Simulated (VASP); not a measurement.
# W (P6_3/mmc) in VASP: notebook, part 2 of 2

VASP 6.6.1. Earlier steps stand in the parts before.

**4. Relaxation of cell and atoms, LDA**

This run uses another cell than the first one, of 15.41 Å³/atom, 0.980 times its volume.

File INCAR:

```
SYSTEM = W
PREC     = Accurate       ! precision mode
ENCUT    = 600            ! plane-wave cutoff, eV
EDIFF    = 1E-6           ! SCF threshold, eV
ISMEAR   = -1             ! smearing method
SIGMA    = 0.05           ! smearing width, eV
LREAL    = .False.        ! projectors in reciprocal space
LASPH    = .True.         ! aspherical terms in the spheres
NELM     = 80             ! most SCF steps
ALGO     = Normal         ! electronic algorithm
ISIF     = 3              ! what is computed and relaxed
LWAVE    = .False.        ! write WAVECAR
LCHARG   = .False.        ! write CHGCAR
GGA      = CA             ! functional
IBRION   = 2              ! ionic algorithm
NSW      = 60             ! ionic steps
EDIFFG   = -0.005         ! ionic threshold
```

File KPOINTS:

```
Automatic mesh
0
Gamma
  17 17 9
  0 0 0
```

File POSCAR:

```
W
1.0
    2.8007330950      0.0000000000      0.0000000000
   -1.4003665475      2.4255060095      0.0000000000
    0.0000000000      0.0000000000      4.5371876139
W
2
Direct
    0.3333333333      0.6666666667      0.2500000000
    0.6666666667      0.3333333333      0.7500000000
```

Potentials or basis: VASP PAW LDA potentials, release 64 (W_sv).

On the command line:

```bash
$ cat potpaw_LDA.64/W_sv/POTCAR > POTCAR
$ mpirun -np 1 vasp_std > vasp.out
```

OUTCAR:

```text
SYSTEM = W
   PREC = Accurate
   ENCUT = 600
   EDIFF = 1E-6
   ISMEAR = -1
   LREAL = .False.
   LASPH = .True.
   NELM = 80
   ISIF = 3
   GGA = CA
   IBRION = 2
   NSW = 60
   EDIFFG = -0.005

 ion  position               nearest neighbor table
   1  0.333  0.667  0.250-   2 2.79   2 2.79   2 2.79   2 2.79   2 2.79   2 2.79
   2  0.667  0.333  0.750-   1 2.79   1 2.79   1 2.79   1 2.79   1 2.79   1 2.79

  LATTYP: Found a hexagonal cell.
 ALAT       =     2.8007330950
 C/A-ratio  =     1.6200000000

  Lattice vectors:

 A1 = (   2.8007330950,   0.0000000000,   0.0000000000)
 A2 = (  -1.4003665475,   2.4255060095,   0.0000000000)
 A3 = (   0.0000000000,   0.0000000000,   4.5371876139)

Analysis of symmetry for initial positions (statically):
=====================================================================
 Subroutine PRICEL returns:
 Original cell was already a primitive cell.

 Routine SETGRP: Setting up the symmetry group for a
 hexagonal supercell.

 Subroutine GETGRP returns: Found 24 space group operations
 (whereof 12 operations were pure point group operations)
 out of a pool of 24 trial point group operations.

The static configuration has the point symmetry D_3d.
 The point group associated with its full space group is D_6h.

Analysis of symmetry for dynamics (positions and initial velocities):
=====================================================================
 Subroutine PRICEL returns:
 Original cell was already a primitive cell.

 Routine SETGRP: Setting up the symmetry group for a
 hexagonal supercell.

 Subroutine GETGRP returns: Found 24 space group operations
 (whereof 12 operations were pure point group operations)
 out of a pool of 24 trial point group operations.

The dynamic configuration has the point symmetry D_3d.
 The point group associated with its full space group is D_6h.

 Subroutine INISYM returns: Found 24 space group operations
 (whereof 12 operations are pure point group operations),
 and found     1 'primitive' translations

----------------------------------------------------------------------------------------

                                     Primitive cell

  volume of cell :      30.8220

  direct lattice vectors                    reciprocal lattice vectors
     2.800733095  0.000000000  0.000000000     0.357049375  0.206142553  0.000000000
    -1.400366548  2.425506009  0.000000000     0.000000000  0.412285105  0.000000000
     0.000000000  0.000000000  4.537187614     0.000000000  0.000000000  0.220400849

  length of vectors
     2.800733095  2.800733095  4.537187614     0.412285105  0.412285105  0.220400849

  position of ions in fractional coordinates (direct lattice)
     0.333333333  0.666666667  0.250000000
     0.666666667  0.333333333  0.750000000

  ion indices of the primitive-cell ions
   primitive index   ion index
                 1           1
                 2           2

----------------------------------------------------------------------------------------

 KPOINTS: Automatic mesh

Automatic generation of k-mesh.
 Grid dimensions read from file:
[... 22 lines left out ...]
  0.000000  0.000000  0.000000      1.000000
  0.058824  0.000000  0.000000      6.000000
  0.117647 -0.000000  0.000000      6.000000
  0.176471 -0.000000  0.000000      6.000000
  0.235294 -0.000000  0.000000      6.000000
  0.294118  0.000000  0.000000      6.000000
[... 16 lines left out ...]
  0.411765  0.117647  0.000000     12.000000
  0.176471  0.176471  0.000000      6.000000
 [... further k-points ...]
   k-points           NKPTS =    165   k-points in BZ     NKDIM =    165   number of bands    NBANDS=     18
   number of dos      NEDOS =    301   number of ions     NIONS =      2
   total plane-waves  NPLWV =  20736
   dimension x,y,z NGX =    24 NGY =   24 NGZ =   36
   dimension x,y,z NGXF=    48 NGYF=   48 NGZF=   72
   ions per type =               2
   NGX,Y,Z   is equivalent  to a cutoff of  14.25, 14.25, 13.19 a.u.
   NGXF,Y,Z  is equivalent  to a cutoff of  28.49, 28.49, 26.38 a.u.
 SYSTEM =  W
   PREC   = accura    normal or accurate (medium, high low for compatibility)
   ISTART =      0    job   : 0-new  1-cont  2-samecut
   ICHARG =      2    charge: 1-file 2-atom 10-const
   ISPIN  =      1    spin polarized calculation?
   LNONCOLLINEAR =      F non collinear calculations
   LSORBIT =      F    spin-orbit coupling
   LASPH  =      T    aspherical Exc in radial PAW
   ENCUT  =  600.0 eV  44.10 Ry    6.64 a.u.   5.59  5.59  9.06*2*pi/ulx,y,z
   NELM   =     80;   NELMIN=  2; NELMDL= -5     # of ELM steps
   EDIFF  = 0.1E-05   stopping-criterion for ELM
   LREAL  =      F    real-space projection
   EDIFFG = -.5E-02   stopping-criterion for IOM
   NSW    =     60    number of steps for IOM
   IBRION =      2    ionic relax: 0-MD 1-quasi-New 2-CG
   NFREE  =      1    steps in history (QN), initial steepest desc. (CG)
   ISIF   =      3    stress and relaxation
   ISYM   =      2    0-nonsym 1-usesym 2-fastsym
   POTIM  = 0.5000    time-step for ionic-motion
   TEBEG  =    0.0;   TEEND  =   0.0 temperature during run
   PSTRESS=    0.0 pullay stress
   NELECT =      28.0000    total number of electrons
   NUPDOWN=      -1.0000    fix difference up-down
   EMIN   =  10.00;   EMAX   =-10.00  energy-range for DOS
   EFERMI =   0.00;   METHOD = LEGACY
   ISMEAR =    -1;   SIGMA  =   0.05  broadening in eV -4-tet -1-fermi 0-gaus
   EFERMI_NEDOS =   21; number of points for ismear=-14 and -15
   IALGO  =     38    algorithm
   IMIX   =      4    mixing-type and parameters
     AMIX     =   0.40;   BMIX     =  1.00
     AMIX_MAG =   1.60;   BMIX_MAG =  1.00
  volume/ion in A,a.u.               =      15.41       104.00
  Fermi-wavevector in a.u.,A,eV,Ry     =   1.585528  2.996213 34.203671  2.513899
  Thomas-Fermi vector in A             =   2.684979
   LORBIT       =      0    0 simple, 1 ext, 2 COOP (PROOUT), +10 PAW based schemes
   GGA     = CA    functional components
   LHFCALC =     F    Hartree Fock is set to
   AEXX    =    0.0000 exact exchange contribution
   IVDW    =     0    specifies the selected vdW correction
   LEPSILON=     F    determine dielectric tensor
   LRPA    =     F    only Hartree local field effects (RPA)
 conjugate gradient relaxation of ions
 non-spin polarized calculation
  energy-cutoff  :      600.00
  volume of cell :       30.82
 maximum number of plane-waves:      1050
 NGX is ok and might be reduce to    24
   NGX = 11   NGY = 11   NGZ = 19

--------------------------------------- Ionic step        1  -------------------------------------------

 number of electron      27.9999999 magnetization

 Free energy of the ion-electron system (eV)
  ---------------------------------------------------
  ext. energy  EPLUGINS =         0.00000000
  ---------------------------------------------------
  free energy    TOTEN  =       -27.06354428 eV

  energy without entropy =      -27.04106313  energy(sigma->0) =      -27.05230370

------------------------ aborting loop because EDIFF is reached ----------------------------------------

  FORCE on cell =-STRESS in cart. coord.  units (eV):
  Direction    XX          YY          ZZ          XY          YZ          ZX
  --------------------------------------------------------------------------------------
  -------------------------------------------------------------------------------------
  Total        0.4573838      0.4573838      2.8485488      0.0000000     -0.0000000      0.0000000
  in kB       23.7755478     23.7755478    148.0721641      0.0000000     -0.0000000      0.0000000
  external PRESSURE =      65.2077532 kB  Pullay stress =       0.0000000 kB
[... 203 lines left out ...]
--------------------------------------- Ionic step        7  -------------------------------------------

 number of electron      27.9999997 magnetization

 Free energy of the ion-electron system (eV)
  ---------------------------------------------------
  ext. energy  EPLUGINS =         0.00000000
  ---------------------------------------------------
  free energy    TOTEN  =       -27.19966525 eV

  energy without entropy =      -27.18238872  energy(sigma->0) =      -27.19102699

 E-fermi :  10.9754     XC(G=0): -13.8205

 val. band max:       10.9563472309   @ k =   0.0588   0.0000   0.1111
 cond. band min:      10.9754742229   @ k =   0.1765   0.0588   0.0000
 fundamental gap:      0.0191269920
 Fermi energy:        10.9754372080

 k-point     1 :       0.0000    0.0000    0.0000
  band No.  band energies     occupation
      1     -62.2935      2.00000
      2     -62.2040      2.00000
      3     -27.3708      2.00000
      4     -26.2965      2.00000
      5     -26.1209      2.00000
      6     -26.1209      2.00000
[... 481 lines left out ...]
      5     -26.8904      2.00000
      6     -26.4054      2.00000
[... 10 lines left out ...]
     17      14.2566      0.00000
     18      15.1615      0.00000

 [... further k-points ...]
[... 5 lines left out ...]
  --------------------------------------------------------------------------------------
  -------------------------------------------------------------------------------------
  Total       -0.0054927     -0.0054927      0.0080508     -0.0000000      0.0000000      0.0000000
  in kB       -0.2780855     -0.2780855      0.4075986     -0.0000000      0.0000000      0.0000000
  external PRESSURE =      -0.0495241 kB  Pullay stress =       0.0000000 kB
[... 17 lines left out ...]
  FREE ENERGIE OF THE ION-ELECTRON SYSTEM (eV)
  ---------------------------------------------------
  free  energy   TOTEN  =       -27.1996652473 eV

  energy  without entropy=      -27.1823887235  energy(sigma->0) =      -27.19102699

 reached required accuracy - stopping structural energy minimisation
```

Wall time 2 min (1 thread of Intel Xeon 6975P-C (Granite Rapids), shared host); peak memory 0.22 GiB.

Results:

| Property | Result |
| --- | --- |
| Free energy | -27.1997 eV |
| Relaxed volume | 15.82 Å³/atom |
| Relaxed cell | a = 2.742 Å, b = 2.742 Å, c = 4.861 Å, α = 90.00°, β = 90.00°, γ = 120.00° |
| Space group after relaxing (to 0.05 Å) | P6_3/mmc (No. 194) |
| Energy gained by relaxing | 68.1 meV/atom |
| Ionic steps | 7 |
| Pressure after relaxing | 0.0 GPa |
| Band gap on the k mesh | zero (band 14 reaches 12.26 eV, above the bottom of band 15 at 10.49 eV) |

The path:
| step | energy change (eV) | largest force (eV/Å) | pressure (GPa) | volume (Å³) |
| --- | --- | --- | --- | --- |
| 1 | 0.0000 | 0.0000 | 6.52 | 30.82 |
| 2 | 0.0150 | 0.0000 | -17.78 | 33.67 |
| 3 | -0.0480 | 0.0000 | -6.14 | 32.15 |
| 4 | -0.1138 | 0.0000 | -6.91 | 32.33 |
| 5 | -0.1198 | 0.0000 | -6.87 | 32.38 |
| 6 | -0.1295 | 0.0000 | 4.66 | 31.19 |
| 7 | -0.1361 | 0.0000 | 0.00 | 31.65 |

Final structure:
```
W
1.0
     2.74185    0.00000    0.00000
    -1.37093    2.37452    0.00000
     0.00000    0.00000    4.86071
W
2
Direct
  0.33333 0.66667 0.25000
  0.66667 0.33333 0.75000
```

Levels at points of the mesh, in eV from the Fermi level:
```
           k point  band 11  band 12  band 13  band 14  band 15  band 16  band 17  band 18
(0.00, 0.00, 0.00)    -1.76    -0.52    -0.52    -0.02     0.10     0.10     1.99     1.99
```

Caveat: spin-orbit coupling is left out, which moves the levels of the heavy elements.
